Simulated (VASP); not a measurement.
# Pt in VASP: further runs, part 2 of 2

VASP 6.6.1.

## Step 4: Relaxation of cell and atoms, PBE

INCAR reads:

```
SYSTEM = Pt
ALGO = Normal ; EDIFF = 1E-7
EDIFFG = -0.04 ; ENCUT = 600
GGA = PE ; IBRION = 2
ISIF = 3 ; ISMEAR = 0
LASPH = .True. ; LCHARG = .False.
LREAL = .False. ; LWAVE = .False.
NELM = 80 ; NSW = 90
PREC = Accurate ; SIGMA = 0.1
```

KPOINTS reads:

```
k-points
0
Gamma
  6 6 8
  0 0 0
```

POSCAR reads:

```
Pt
1.0
    2.5343449900      0.0000000000      0.0000000000
    0.0000000000      2.5343449900      0.0000000000
    0.0000000000      0.0000000000      2.3485889200
Pt
1
Direct
    0.0000000000      0.0000000000      0.0000000000
```

On the command line:

```sh
cat potpaw_PBE.64/Pt/POTCAR > POTCAR
mpirun -np 1 vasp_std > vasp.out
```

Run time: 82 s. Hardware: 1 thread of AMD EPYC 7R13, shared host; peak memory 0.11 GiB.

It converged, with:

| Item | Value |
| --- | --- |
| Free energy | -5.5544 eV |
| Relaxed volume | 18.10 Å³/atom |
| Relaxed cell | a = 2.632 Å, b = 2.632 Å, c = 2.613 Å, α = 90.00°, β = 90.00°, γ = 90.00° |
| Space group after relaxing (to 0.1 Å) | Pm-3m (No. 221) |
| Pressure after relaxing | 0.0 GPa |
| Band gap on the k mesh | zero (bands 5 and 6 overlap by 2.84 eV) |

Final structure:
```
Pt
1.0
     2.63178    0.00000    0.00000
     0.00000    2.63178    0.00000
     0.00000    0.00000    2.61314
Pt
1
Direct
  0.00000 0.00000 0.00000
```

Levels at points of the mesh, in eV from the Fermi level:
```tsv
k point	band 3	band 4	band 5	band 6	band 7	band 8
(0.00, 0.00, 0.00)	-5.39	0.38	0.38	0.41	15.17	15.17
(0.50, 0.00, 0.00)	-1.68	-1.68	-0.35	0.58	4.49	16.65
(0.50, 0.50, 0.00)	-1.30	-1.30	2.03	4.55	4.55	9.45
(0.00, 0.00, 0.50)	-1.81	-1.81	-0.35	0.63	4.59	16.54
(0.50, 0.00, 0.50)	-1.43	-1.27	2.01	4.55	4.70	9.61
(0.50, 0.50, 0.50)	-4.54	2.14	2.18	9.97	10.12	10.16
```

Caveat: the k points lie up to 0.40 Å⁻¹ apart in the final cell, too coarse for converged energies and pressures of a metal; the volume moved by over 15 % at a fixed basis, so the end points are rough; spin-orbit coupling is left out, which moves the levels of the heavy elements.

## Step 5: Single point, PBE

This run uses another cell than the first one, of 18.07 Å³/atom.

INCAR reads:

```
ALGO     = Fast           # electronic algorithm
EDIFF    = 1E-7           # SCF threshold, eV
ENCUT    = 520            # plane-wave cutoff, eV
GGA      = PE             # functional
ISIF     = 2              # what is computed and relaxed
ISMEAR   = 0              # smearing method
LASPH    = T              # aspherical terms in the spheres
LCHARG   = F              # write CHGCAR
LREAL    = F              # projectors in reciprocal space
LWAVE    = F              # write WAVECAR
NBANDS   = 11             # bands
NELM     = 100            # most SCF steps
PREC     = Accurate       # precision mode
SIGMA    = 0.1            # smearing width, eV
```

KPOINTS reads:

```
k-points
0
Gamma
  20 20 20
```

POSCAR reads:

```
Pt
1.0
    2.6242159007      0.0000000000      0.0000000000
    0.0000000000      2.6242159007      0.0000000000
    0.0000000000      0.0000000000      2.6242159007
Pt
1
Direct
    0.0000000000      0.0000000000      0.0000000000
```

Potentials or basis: VASP PAW PBE potentials, release 64 (Pt).

On the command line:

```sh
cat potpaw_PBE.64/Pt/POTCAR > POTCAR
mpirun -np 1 vasp_std > vasp.out
```

OUTCAR:

```text
EDIFF = 1E-7
   ENCUT = 520
   GGA = PE
   ISIF = 2
   ISMEAR = 0
   LASPH = T
   LREAL = F
   NELM = 100
   PREC = Accurate

 ion  position               nearest neighbor table
   1  0.000  0.000  0.000-

  LATTYP: Found a simple cubic cell.
 ALAT       =     2.6242159007

  Lattice vectors:

 A1 = (   2.6242159007,   0.0000000000,   0.0000000000)
 A2 = (   0.0000000000,   2.6242159007,   0.0000000000)
 A3 = (   0.0000000000,   0.0000000000,   2.6242159007)

Analysis of symmetry for initial positions (statically):
=====================================================================
 Subroutine PRICEL returns:
 Original cell was already a primitive cell.

 Routine SETGRP: Setting up the symmetry group for a
 simple cubic supercell.

 Subroutine GETGRP returns: Found 48 space group operations
 (whereof 48 operations were pure point group operations)
 out of a pool of 48 trial point group operations.

The static configuration has the point symmetry O_h .

Analysis of symmetry for dynamics (positions and initial velocities):
=====================================================================
 Subroutine PRICEL returns:
 Original cell was already a primitive cell.

[... 166 lines left out ...]
      3       2.5692      2.00000
      4       8.4694      0.00002
      5       8.4694      0.00002
      6       8.4694      0.00002
      7      23.3608      0.00000
      8      23.3608      0.00000
      9      23.3608      0.00000
     10      29.0533      0.00000
     11      31.7511      0.00000
[... 309 lines left out ...]
 k-point    24 :       0.2000    0.1000    0.0000
  band No.  band energies     occupation
      1       1.0703      2.00000
      2       2.9582      2.00000
      3       3.7113      2.00000
      4       7.3618      2.00000
      5       7.6580      2.00000
      6       8.3099      0.04836
      7      19.1156      0.00000
      8      23.1721      0.00000
      9      25.6595      0.00000
     10      28.3573      0.00000
     11      31.8869      0.00000

 [... further k-points ...]

------------------------ aborting loop because EDIFF is reached ----------------------------------------

  FORCE on cell =-STRESS in cart. coord.  units (eV):
  Direction    XX          YY          ZZ          XY          YZ          ZX
  --------------------------------------------------------------------------------------
  -------------------------------------------------------------------------------------
  Total       -0.0519597     -0.0519597     -0.0519597      0.0000000      0.0000000      0.0000000
  in kB       -4.6065786     -4.6065786     -4.6065786      0.0000000      0.0000000      0.0000000
  external PRESSURE =      -4.6065786 kB  Pullay stress =       0.0000000 kB

 VOLUME and BASIS-vectors are now :
 -----------------------------------------------------------------------------
  energy-cutoff  :      520.00
  volume of cell :       18.07
      direct lattice vectors                 reciprocal lattice vectors
     2.624215901  0.000000000  0.000000000     0.381066207  0.000000000  0.000000000
     0.000000000  2.624215901  0.000000000     0.000000000  0.381066207  0.000000000
     0.000000000  0.000000000  2.624215901     0.000000000  0.000000000  0.381066207

 POSITION                                       TOTAL-FORCE (eV/Angst)
 -----------------------------------------------------------------------------------
      0.00000      0.00000      0.00000         0.000000      0.000000      0.000000
 -----------------------------------------------------------------------------------
    total drift:                               -0.000000     -0.000000     -0.000000

  FREE ENERGIE OF THE ION-ELECTRON SYSTEM (eV)
  ---------------------------------------------------
  free  energy   TOTEN  =        -5.6472204864 eV

  energy  without entropy=       -5.6396509636  energy(sigma->0) =       -5.64343573
```

OSZICAR:

```text
N       E                     dE             d eps       ncg     rms          rms(c)
DAV:   1     0.388226604354E+02    0.38823E+02   -0.52460E+03  6532   0.828E+02
DAV:   2    -0.538761946025E+01   -0.44210E+02   -0.42238E+02  7125   0.170E+02
DAV:   3    -0.599150394779E+01   -0.60388E+00   -0.60068E+00  7375   0.189E+01
DAV:   4    -0.599452824156E+01   -0.30243E-02   -0.30240E-02  7231   0.156E+00
DAV:   5    -0.599456073929E+01   -0.32498E-04   -0.32498E-04  7348   0.155E-01    0.885E+00
RMM:   6    -0.566961280113E+01    0.32495E+00   -0.37460E-01  6310   0.508E+00    0.470E+00
RMM:   7    -0.564972072829E+01    0.19892E-01   -0.39076E-02  6534   0.184E+00    0.221E+00
RMM:   8    -0.564732726876E+01    0.23935E-02   -0.58597E-03  6795   0.702E-01    0.348E-01
RMM:   9    -0.564720102512E+01    0.12624E-03   -0.67837E-04  7018   0.220E-01    0.455E-02
RMM:  10    -0.564721814683E+01   -0.17122E-04   -0.12538E-04  7158   0.819E-02    0.496E-02
RMM:  11    -0.564721998950E+01   -0.18427E-05   -0.19678E-05  7423   0.294E-02    0.802E-03
RMM:  12    -0.564722066642E+01   -0.67692E-06   -0.46187E-06  7263   0.142E-02    0.530E-03
RMM:  13    -0.564722024779E+01    0.41863E-06   -0.12492E-06  6553   0.687E-03    0.320E-03
RMM:  14    -0.564722048946E+01   -0.24167E-06   -0.34053E-07  5262   0.340E-03    0.806E-04
RMM:  15    -0.564722048639E+01    0.30708E-08   -0.87740E-08  4259   0.173E-03
   1 F= -.56472205E+01 E0= -.56434357E+01  d E =-.756952E-02
```

stdout:

```text
POSCAR found type information on POSCAR Pt
 POSCAR found :  1 types and       1 ions
 scaLAPACK will be used
 LDA part: xc-table for (Slater+PW92), standard interpolation
 POSCAR, INCAR and KPOINTS ok, starting setup
 FFT: planning ... GRIDC
 FFT: planning ... GRID_SOFT
 FFT: planning ... GRID
 WAVECAR not read
 entering main loop
```

Run time: 94 s. Hardware: 1 thread of AMD EPYC 7R13, shared host; peak memory 0.14 GiB.

What came out:

| Item | Value |
| --- | --- |
| Free energy | -5.6472 eV |
| Pressure | -0.5 GPa |
| Band gap on the k mesh | zero (bands 5 and 6 overlap by 3.13 eV) |

Caveat: spin-orbit coupling is left out, which moves the levels of the heavy elements.

## Step 6: Relaxation of cell and atoms, PBE

This run uses another cell than the first one, of 18.14 Å³/atom.

INCAR reads:

```
SYSTEM = Pt
PREC     = Accurate       ! precision mode
ENCUT    = 600            ! plane-wave cutoff, eV
EDIFF    = 1E-7           ! SCF threshold, eV
ISMEAR   = 0              ! smearing method
SIGMA    = 0.1            ! smearing width, eV
LREAL    = .FALSE.        ! projectors in reciprocal space
LASPH    = .TRUE.         ! aspherical terms in the spheres
NELM     = 100            ! most SCF steps
ALGO     = Normal         ! electronic algorithm
ISIF     = 3              ! what is computed and relaxed
LWAVE    = .FALSE.        ! write WAVECAR
LCHARG   = .FALSE.        ! write CHGCAR
GGA      = PE             ! functional
IBRION   = 2              ! ionic algorithm
NSW      = 100            ! ionic steps
EDIFFG   = -0.01          ! ionic threshold
```

KPOINTS reads:

```
Automatic mesh
0
G
  20 20 20
  0 0 0
```

POSCAR reads:

```
Pt
1.0
    2.6276698227      0.0000000000      0.0000000000
    0.0000000000      2.6276698227      0.0000000000
    0.0000000000      0.0000000000      2.6276698227
Pt
1
Direct
    0.0000000000      0.0000000000      0.0000000000
```

Potentials or basis: VASP PAW PBE potentials, release 64 (Pt).

On the command line:

```sh
cat potpaw_PBE.64/Pt/POTCAR > POTCAR
mpirun -np 1 vasp_std > vasp.out
```

It took 2.7 min on 1 thread of AMD EPYC 7R13, shared host; peak memory 0.17 GiB.

The run converged. Its results:

```
Free energy                           : -5.6473 eV
Relaxed volume                        : 18.03 Å³/atom
Relaxed cell                          : a = 2.622 Å, b = 2.622 Å, c = 2.622 Å, α = 90.00°, β = 90.00°, γ = 90.00°
Space group after relaxing (to 0.1 Å) : Pm-3m (No. 221)
Energy gained by relaxing             : 0.4 meV/atom
Ionic steps                           : 3
Pressure after relaxing               : 0.0 GPa
Band gap on the k mesh                : zero (bands 5 and 6 overlap by 3.15 eV)
```

Step by step:
```csv
step,energy change (eV),largest force (eV/Å),pressure (GPa),volume (Å³)
1,0.0000,0.0000,-1.11,18.14
2,0.0012,0.0000,2.37,17.82
3,-0.0004,0.0000,0.01,18.03
```

Final structure:
```cif
data_structure
_symmetry_space_group_name_H-M 'P 1'
_symmetry_Int_Tables_number 1
_cell_length_a 2.6224
_cell_length_b 2.6224
_cell_length_c 2.6224
_cell_angle_alpha 90.000
_cell_angle_beta 90.000
_cell_angle_gamma 90.000
_cell_volume 18.03
loop_
_atom_site_label
_atom_site_type_symbol
_atom_site_fract_x
_atom_site_fract_y
_atom_site_fract_z
_atom_site_occupancy
Pt1 Pt 0.00000 0.00000 0.00000 1
```

Levels at points of the mesh, in eV from the Fermi level:
| k point | band 3 | band 4 | band 5 | band 6 | band 7 | band 8 |
| --- | --- | --- | --- | --- | --- | --- |
| (0.00, 0.00, 0.00) | -5.62 | 0.30 | 0.30 | 0.30 | 15.20 | 15.20 |
| (0.50, 0.00, 0.00) | -1.83 | -1.83 | -0.46 | 0.51 | 4.44 | 16.52 |
| (0.50, 0.50, 0.00) | -1.44 | -1.44 | 1.91 | 4.50 | 4.50 | 9.49 |
| (0.50, 0.50, 0.50) | -4.78 | 2.05 | 2.05 | 10.01 | 10.01 | 10.01 |

Caveat: spin-orbit coupling is left out, which moves the levels of the heavy elements.

## Step 7: The runs side by side

| task | cell | k mesh | cutoff (eV) | gap on the mesh (eV) | pressure (GPa) | relaxed volume (Å³/atom) |
| --- | --- | --- | --- | --- | --- | --- |
| single point | a = 2.534, b = 2.534, c = 2.349 Å, 1 atom | 6 × 6 × 8 | 520 | none | 59.2 | - |
| single point | a = 2.634, b = 2.634, c = 2.614 Å, 1 atom | 6 × 6 × 8 | 520 | none | -0.5 | - |
| relaxation of cell and atoms | relaxed from a = 2.534, b = 2.534, c = 2.349 Å, 1 atom | 6 × 6 × 8 | 600 | none | 0.0 | 18.10 |
| single point | a = 2.624 Å, 1 atom | 20 × 20 × 20 | 520 | none | -0.5 | - |
| relaxation of cell and atoms | relaxed from a = 2.628 Å, 1 atom | 20 × 20 × 20 | 600 | none | 0.0 | 18.03 |

Alike in all rows: level PBE; potentials or basis VASP PAW PBE potentials, release 64 (Pt); no spin polarisation; smearing gaussian 0.1 eV.

Caveats: some runs use coarse meshes; spin-orbit coupling is left out, which moves the levels of the heavy elements; the volume moved by over 15 % at a fixed basis, so the end points are rough (at least some runs).

Total energies depend on the potentials used, so only differences within one code and one set of settings carry meaning.
